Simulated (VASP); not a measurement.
# SnO (Romarchite) (P4/nmm) in VASP: notebook, part 2 of 2

VASP 6.6.1. The steps go on from the part before.

### 5 Single point, PBE

This run uses another cell than the first one, of 18.86 Å³/atom, 1.227 times its volume.

File INCAR:

```
ALGO = Normal
EDIFF = 1E-6
ENCUT = 520
GGA = PE
ISIF = 2
ISMEAR = -1
LASPH = T
LCHARG = T
LELF = T
LREAL = F
LVHAR = T
LWAVE = F
NBANDS = 28
NELM = 60
PREC = Accurate
SIGMA = 0.1
```

File KPOINTS:

```
k-points
0
Gamma
  6 6 4
```

File POSCAR:

```
SnO
1.0
    3.8973087786      0.0000000000      0.0000000000
    0.0000000000      3.8973087786      0.0000000000
    0.0000000000      0.0000000000      4.9665909376
Sn O
2 2
Direct
    0.5000000000      0.0000000000      0.2369000000
    0.0000000000      0.5000000000      0.7631000000
    0.0000000000      0.0000000000      0.0000000000
    0.5000000000      0.5000000000      0.0000000000
```

Potentials or basis: VASP PAW PBE potentials, release 64 (Sn_d, O).

Started as:

```bash
cat potpaw_PBE.64/Sn_d/POTCAR potpaw_PBE.64/O/POTCAR > POTCAR
mpirun -np 1 vasp_std > vasp.out
```

OUTCAR:

```text
EDIFF = 1E-6
   ENCUT = 520
   GGA = PE
   ISIF = 2
   ISMEAR = -1
   LASPH = T
   LREAL = F
   NELM = 60
   PREC = Accurate

 ion  position               nearest neighbor table
   1  0.500  0.000  0.237-   3 2.28   4 2.28   4 2.28   3 2.28   2 3.62   2 3.62   2 3.62   2 3.62

   2  0.000  0.500  0.763-   3 2.28   4 2.28   3 2.28   4 2.28   1 3.62   1 3.62   1 3.62   1 3.62

   3  0.000  0.000  0.000-   1 2.28   2 2.28   2 2.28   1 2.28
   4  0.500  0.500  0.000-   1 2.28   2 2.28   1 2.28   2 2.28

  LATTYP: Found a simple tetragonal cell.
 ALAT       =     3.8973087786
 C/A-ratio  =     1.2743642395

  Lattice vectors:

 A1 = (   3.8973087786,   0.0000000000,   0.0000000000)
 A2 = (   0.0000000000,   3.8973087786,   0.0000000000)
 A3 = (   0.0000000000,   0.0000000000,   4.9665909376)

Analysis of symmetry for initial positions (statically):
=====================================================================
 Subroutine PRICEL returns:
 Original cell was already a primitive cell.

 Routine SETGRP: Setting up the symmetry group for a
 simple tetragonal supercell.

 Subroutine GETGRP returns: Found 16 space group operations
 (whereof  8 operations were pure point group operations)
 out of a pool of 16 trial point group operations.

The static configuration has the point symmetry D_2d.
 The point group associated with its full space group is D_4h.

Analysis of symmetry for dynamics (positions and initial velocities):
=====================================================================
 Subroutine PRICEL returns:
 Original cell was already a primitive cell.

 Routine SETGRP: Setting up the symmetry group for a
 simple tetragonal supercell.

 Subroutine GETGRP returns: Found 16 space group operations
 (whereof  8 operations were pure point group operations)
 out of a pool of 16 trial point group operations.

The dynamic configuration has the point symmetry D_2d.
 The point group associated with its full space group is D_4h.

 Subroutine INISYM returns: Found 16 space group operations
 (whereof  8 operations are pure point group operations),
 and found     1 'primitive' translations

----------------------------------------------------------------------------------------

                                     Primitive cell

  volume of cell :      75.4376

  direct lattice vectors                    reciprocal lattice vectors
     3.897308779  0.000000000  0.000000000     0.256587316  0.000000000  0.000000000
     0.000000000  3.897308779  0.000000000     0.000000000  0.256587316  0.000000000
     0.000000000  0.000000000  4.966590938     0.000000000  0.000000000  0.201345352

  length of vectors
     3.897308779  3.897308779  4.966590938     0.256587316  0.256587316  0.201345352

  position of ions in fractional coordinates (direct lattice)
     0.500000000  0.000000000  0.236900000
     0.000000000  0.500000000  0.763100000
     0.000000000  0.000000000  0.000000000
     0.500000000  0.500000000  0.000000000

  ion indices of the primitive-cell ions
   primitive index   ion index
[... 22 lines left out ...]

  Shift w.r.t. Gamma in fractional coordinates (k-lattice)
     0.000000000  0.000000000  0.000000000

 Subroutine IBZKPT returns following result:
 ===========================================

 Found     30 irreducible k-points:

 Following reciprocal coordinates:
            Coordinates               Weight
  0.000000  0.000000  0.000000      1.000000
  0.166667  0.000000  0.000000      4.000000
  0.333333  0.000000  0.000000      4.000000
  0.500000  0.000000  0.000000      2.000000
  0.166667  0.166667  0.000000      4.000000
  0.333333  0.166667  0.000000      8.000000
[... 16 lines left out ...]
  0.333333  0.000000  0.500000      4.000000
  0.500000  0.000000  0.500000      2.000000
 [... further k-points ...]
   k-points           NKPTS =     30   k-points in BZ     NKDIM =     30   number of bands    NBANDS=     28
   number of dos      NEDOS =    301   number of ions     NIONS =      4
   total plane-waves  NPLWV =  36000
   dimension x,y,z NGX =    30 NGY =   30 NGZ =   40
   dimension x,y,z NGXF=    60 NGYF=   60 NGZF=   80
   ions per type =               2   2
   NGX,Y,Z   is equivalent  to a cutoff of  12.80, 12.80, 13.39 a.u.
   NGXF,Y,Z  is equivalent  to a cutoff of  25.59, 25.59, 26.78 a.u.
 SYSTEM =  unknown system
   PREC   = accura    normal or accurate (medium, high low for compatibility)
   ISTART =      0    job   : 0-new  1-cont  2-samecut
   ICHARG =      2    charge: 1-file 2-atom 10-const
   ISPIN  =      1    spin polarized calculation?
   LNONCOLLINEAR =      F non collinear calculations
   LSORBIT =      F    spin-orbit coupling
   LASPH  =      T    aspherical Exc in radial PAW
   ENCUT  =  520.0 eV  38.22 Ry    6.18 a.u.   7.25  7.25  9.23*2*pi/ulx,y,z
   NELM   =     60;   NELMIN=  2; NELMDL= -5     # of ELM steps
   EDIFF  = 0.1E-05   stopping-criterion for ELM
   LREAL  =      F    real-space projection
   EDIFFG = 0.1E-04   stopping-criterion for IOM
   NSW    =      0    number of steps for IOM
   IBRION =     -1    ionic relax: 0-MD 1-quasi-New 2-CG
   NFREE  =      0    steps in history (QN), initial steepest desc. (CG)
   ISIF   =      2    stress and relaxation
   ISYM   =      2    0-nonsym 1-usesym 2-fastsym
   POTIM  = 0.5000    time-step for ionic-motion
   TEBEG  =    0.0;   TEEND  =   0.0 temperature during run
   PSTRESS=    0.0 pullay stress
   NELECT =      40.0000    total number of electrons
   NUPDOWN=      -1.0000    fix difference up-down
   EMIN   =  10.00;   EMAX   =-10.00  energy-range for DOS
   EFERMI =   0.00;   METHOD = LEGACY
   ISMEAR =    -1;   SIGMA  =   0.10  broadening in eV -4-tet -1-fermi 0-gaus
   EFERMI_NEDOS =   21; number of points for ismear=-14 and -15
   IALGO  =     38    algorithm
   IMIX   =      4    mixing-type and parameters
     AMIX     =   0.40;   BMIX     =  1.00
     AMIX_MAG =   1.60;   BMIX_MAG =  1.00
  volume/ion in A,a.u.               =      18.86       127.27
  Fermi-wavevector in a.u.,A,eV,Ry     =   1.325050  2.503981 23.888519  1.755757
  Thomas-Fermi vector in A             =   2.454539
   LORBIT       =      0    0 simple, 1 ext, 2 COOP (PROOUT), +10 PAW based schemes
   GGA     = PE    functional components
   LHFCALC =     F    Hartree Fock is set to
   AEXX    =    0.0000 exact exchange contribution
   IVDW    =     0    specifies the selected vdW correction
   LEPSILON=     F    determine dielectric tensor
   LRPA    =     F    only Hartree local field effects (RPA)
 non-spin polarized calculation
  energy-cutoff  :      520.00
  volume of cell :       75.44
 maximum number of plane-waves:      2059
 NGX is ok and might be reduce to    30
   NGX = 15   NGY = 15   NGZ = 19

 number of electron      39.9999987 magnetization

 Free energy of the ion-electron system (eV)
  ---------------------------------------------------
  ext. energy  EPLUGINS =         0.00000000
  ---------------------------------------------------
  free energy    TOTEN  =       -22.71186358 eV

  energy without entropy =      -22.70811424  energy(sigma->0) =      -22.70998891

 E-fermi :   6.3213     XC(G=0):  -9.8812

 val. band max:        6.1132447962   @ k =   0.0000   0.0000   0.0000
 cond. band min:       6.4542108697   @ k =   0.5000   0.5000   0.0000
 fundamental gap:      0.3409660735
 Fermi energy:         6.3212540584

 k-point     1 :       0.0000    0.0000    0.0000
  band No.  band energies     occupation
      1     -15.5457      2.00000
      2     -15.2308      2.00000
      3     -15.2299      2.00000
      4     -15.2299      2.00000
      5     -15.2059      2.00000
      6     -15.1909      2.00000
[... 733 lines left out ...]
     27      15.1099      0.00000
     28      15.1099      0.00000

 [... further k-points ...]

------------------------ aborting loop because EDIFF is reached ----------------------------------------

  FORCE on cell =-STRESS in cart. coord.  units (eV):
  Direction    XX          YY          ZZ          XY          YZ          ZX
  --------------------------------------------------------------------------------------
  -------------------------------------------------------------------------------------
  Total       -1.0079998     -1.0079998     -0.7662739      0.0000000      0.0000000      0.0000000
  in kB      -21.4083398    -21.4083398    -16.2744599      0.0000000      0.0000000      0.0000000
  external PRESSURE =     -19.6970465 kB  Pullay stress =       0.0000000 kB

 VOLUME and BASIS-vectors are now :
 -----------------------------------------------------------------------------
  energy-cutoff  :      520.00
  volume of cell :       75.44
      direct lattice vectors                 reciprocal lattice vectors
     3.897308779  0.000000000  0.000000000     0.256587316  0.000000000  0.000000000
     0.000000000  3.897308779  0.000000000     0.000000000  0.256587316  0.000000000
     0.000000000  0.000000000  4.966590938     0.000000000  0.000000000  0.201345352

 POSITION                                       TOTAL-FORCE (eV/Angst)
 -----------------------------------------------------------------------------------
      1.94865      0.00000      1.17659        -0.000000      0.000000     -0.416497
      0.00000      1.94865      3.79001         0.000000     -0.000000      0.416497
      0.00000      0.00000      0.00000         0.000000     -0.000000      0.000000
      1.94865      1.94865      0.00000         0.000000      0.000000      0.000000
 -----------------------------------------------------------------------------------
    total drift:                                0.000000      0.000000     -0.000000

  FREE ENERGIE OF THE ION-ELECTRON SYSTEM (eV)
  ---------------------------------------------------
  free  energy   TOTEN  =       -22.7118635776 eV

  energy  without entropy=      -22.7081142435  energy(sigma->0) =      -22.70998891
```

OSZICAR:

```text
N       E                     dE             d eps       ncg     rms          rms(c)
DAV:   1     0.420103524609E+03    0.42010E+03   -0.19807E+04  1716   0.213E+03
DAV:   2     0.378082630703E+02   -0.38230E+03   -0.36657E+03  1744   0.538E+02
DAV:   3    -0.235121359135E+02   -0.61320E+02   -0.59967E+02  1948   0.181E+02
DAV:   4    -0.264850613366E+02   -0.29729E+01   -0.29588E+01  1888   0.428E+01
DAV:   5    -0.265568188201E+02   -0.71757E-01   -0.71749E-01  1812   0.723E+00    0.117E+01
DAV:   6    -0.227976675589E+02    0.37592E+01   -0.18605E+01  2696   0.465E+01    0.526E+00
DAV:   7    -0.227337588691E+02    0.63909E-01   -0.23590E+00  1976   0.893E+00    0.249E+00
DAV:   8    -0.227177392346E+02    0.16020E-01   -0.30620E-01  1892   0.350E+00    0.807E-01
DAV:   9    -0.227108858730E+02    0.68534E-02   -0.45014E-02  2588   0.197E+00    0.252E-01
DAV:  10    -0.227124557662E+02   -0.15699E-02   -0.89743E-03  2272   0.817E-01    0.178E-01
DAV:  11    -0.227118309784E+02    0.62479E-03   -0.32213E-03  2540   0.467E-01    0.224E-02
DAV:  12    -0.227118625953E+02   -0.31617E-04   -0.32289E-04  1732   0.117E-01    0.265E-02
DAV:  13    -0.227118644874E+02   -0.18921E-05   -0.20848E-05  2004   0.320E-02    0.819E-03
DAV:  14    -0.227118635776E+02    0.90975E-06   -0.38360E-06  1568   0.126E-02
   1 F= -.22711864E+02 E0= -.22709989E+02  d E =-.374933E-02
```

stdout:

```text
POSCAR found type information on POSCAR SnO
 POSCAR found :  2 types and       4 ions
 scaLAPACK will be used
 LDA part: xc-table for (Slater+PW92), standard interpolation
 POSCAR, INCAR and KPOINTS ok, starting setup
 FFT: planning ... GRIDC
 FFT: planning ... GRID_SOFT
 FFT: planning ... GRID
 WAVECAR not read
 entering main loop
```

Wall time 54 s (1 thread of Intel Xeon Platinum 8488C (Sapphire Rapids), shared host); peak memory 0.21 GiB.

What came out:

* Free energy: -22.7119 eV
* Pressure: -2.0 GPa
* Largest force: 0.416 eV/Å
* Band gap on the k mesh: 0.34 eV, indirect (least direct gap 1.99 eV)

Forces in eV/Å, atoms in the order of the input:
```
Sn   0.000  0.000 -0.416
Sn   0.000  0.000  0.416
O    0.000  0.000  0.000
O    0.000  0.000  0.000
```

Stress tensor (GPa, compression positive):
```
-2.14  0.00  0.00
 0.00 -2.14  0.00
 0.00  0.00 -1.63
```

Levels at points of the mesh, in eV from the valence-band top:
| k point | band 17 | band 18 | band 19 | band 20 | band 21 | band 22 | band 23 | band 24 |
| --- | --- | --- | --- | --- | --- | --- | --- | --- |
| (0.00, 0.00, 0.00) | -2.99 | -2.71 | -2.71 | 0.00 | 1.99 | 4.41 | 4.68 | 4.68 |
| (0.50, 0.00, 0.00) | -4.26 | -4.26 | -2.35 | -2.35 | 3.11 | 3.11 | 5.78 | 5.78 |
| (0.50, 0.50, 0.00) | -2.08 | -2.08 | -1.75 | -1.75 | 0.34 | 0.34 | 4.57 | 4.57 |
| (0.00, 0.00, 0.50) | -3.06 | -2.72 | -2.72 | -1.85 | 1.78 | 3.11 | 3.11 | 3.66 |
| (0.50, 0.00, 0.50) | -4.23 | -4.23 | -1.49 | -1.49 | 2.56 | 2.56 | 5.36 | 5.36 |
| (0.50, 0.50, 0.50) | -2.45 | -2.45 | -2.08 | -2.08 | 2.52 | 2.52 | 3.92 | 3.92 |

Caveat: spin-orbit coupling is left out, which moves the levels of the heavy elements. A k mesh can miss the band edges.

### 6 Single point, PBE

This run uses another cell than the first one, of 19.56 Å³/atom, 1.273 times its volume.

File INCAR:

```
PREC     = Accurate       # precision mode
ENCUT    = 520            # plane-wave cutoff, eV
EDIFF    = 1E-6           # SCF threshold, eV
ISMEAR   = -1             # smearing method
SIGMA    = 0.1            # smearing width, eV
LREAL    = F              # projectors in reciprocal space
LASPH    = T              # aspherical terms in the spheres
NELM     = 60             # most SCF steps
ALGO     = Normal         # electronic algorithm
ISIF     = 2              # what is computed and relaxed
LWAVE    = F              # write WAVECAR
LCHARG   = T              # write CHGCAR
GGA      = PE             # functional
LELF     = T              # ELF
LVHAR    = T            
NBANDS   = 28             # bands
```

File KPOINTS:

```
regular mesh
0
Gamma
  6 6 4
```

File POSCAR:

```
SnO
1.0
    3.9448416191      0.0000000000      0.0000000000
    0.0000000000      3.9448416191      0.0000000000
    0.0000000000      0.0000000000      5.0271650896
Sn O
2 2
Direct
    0.5000000000      0.0000000000      0.2369000000
    0.0000000000      0.5000000000      0.7631000000
    0.0000000000      0.0000000000      0.0000000000
    0.5000000000      0.5000000000      0.0000000000
```

Potentials or basis: VASP PAW PBE potentials, release 64 (Sn_d, O).

Started as:

```bash
cat potpaw_PBE.64/Sn_d/POTCAR potpaw_PBE.64/O/POTCAR > POTCAR
mpirun -np 1 vasp_std > vasp.out
```

Run time: 52 s. Hardware: 1 thread of Intel Xeon Platinum 8488C (Sapphire Rapids), shared host; peak memory 0.21 GiB.

Results (log left out):

* Free energy: -22.6570 eV
* Pressure: -4.5 GPa
* Largest force: 0.832 eV/Å
* Band gap on the k mesh: 0.46 eV, indirect (least direct gap 1.94 eV)

Forces on the atoms (eV/Å):
```
Sn   0.000  0.000 -0.832
Sn   0.000  0.000  0.832
O    0.000  0.000  0.000
O    0.000  0.000  0.000
```

Stress tensor (GPa, compression positive):
```
-4.86  0.00  0.00
 0.00 -4.86  0.00
 0.00  0.00 -3.83
```

Levels at points of the mesh, in eV from the valence-band top:
| k point | band 16 | band 17 | band 18 | band 19 | band 20 | band 21 | band 22 | band 23 | band 24 | band 25 |
| --- | --- | --- | --- | --- | --- | --- | --- | --- | --- | --- |
| (0.00, 0.00, 0.00) | -5.24 | -2.74 | -2.46 | -2.46 | 0.00 | 1.94 | 4.43 | 4.67 | 4.67 | 5.58 |
| (0.50, 0.00, 0.00) | -4.10 | -3.95 | -3.95 | -2.17 | -2.17 | 3.08 | 3.08 | 5.70 | 5.70 | 5.74 |
| (0.50, 0.50, 0.00) | -4.20 | -1.86 | -1.86 | -1.68 | -1.68 | 0.46 | 0.46 | 4.60 | 4.60 | 6.84 |
| (0.00, 0.00, 0.50) | -3.38 | -2.80 | -2.48 | -2.48 | -1.66 | 1.82 | 3.16 | 3.16 | 3.65 | 7.59 |
| (0.50, 0.00, 0.50) | -4.53 | -3.92 | -3.92 | -1.37 | -1.37 | 2.56 | 2.56 | 5.32 | 5.32 | 6.35 |
| (0.50, 0.50, 0.50) | -4.60 | -2.34 | -2.34 | -1.86 | -1.86 | 2.60 | 2.60 | 3.86 | 3.86 | 5.44 |

Caveat: spin-orbit coupling is left out, which moves the levels of the heavy elements. PBE gaps usually lie below the measured ones, often by a third to a half.

### 7 The runs side by side

```csv
cell,gap on the mesh (eV),pressure (GPa),largest force (eV/Å)
"a = 3.640, b = 3.640, c = 4.639 Å, 4 atoms",none,22.7,2.86
"a = 3.747, b = 3.747, c = 4.775 Å, 4 atoms",none,9.7,1.27
"a = 3.849, b = 3.849, c = 4.905 Å, 4 atoms",0.21,1.1,0.06
"a = 3.897, b = 3.897, c = 4.967 Å, 4 atoms",0.34,-2.0,0.42
"a = 3.945, b = 3.945, c = 5.027 Å, 4 atoms",0.46,-4.5,0.83
```

Alike in all rows: task single point; level PBE; potentials or basis VASP PAW PBE potentials, release 64 (Sn_d, O); no spin polarisation; k mesh 6 × 6 × 4; cutoff (eV) 520; smearing fermi-dirac 0.1 eV.

Caveats: spin-orbit coupling is left out, which moves the levels of the heavy elements; forces of over 1 eV/Å act on the atoms, so gaps and moduli don't describe the material at rest (some runs).

Total energies depend on the potentials used, so only differences within one code and one set of settings carry meaning.
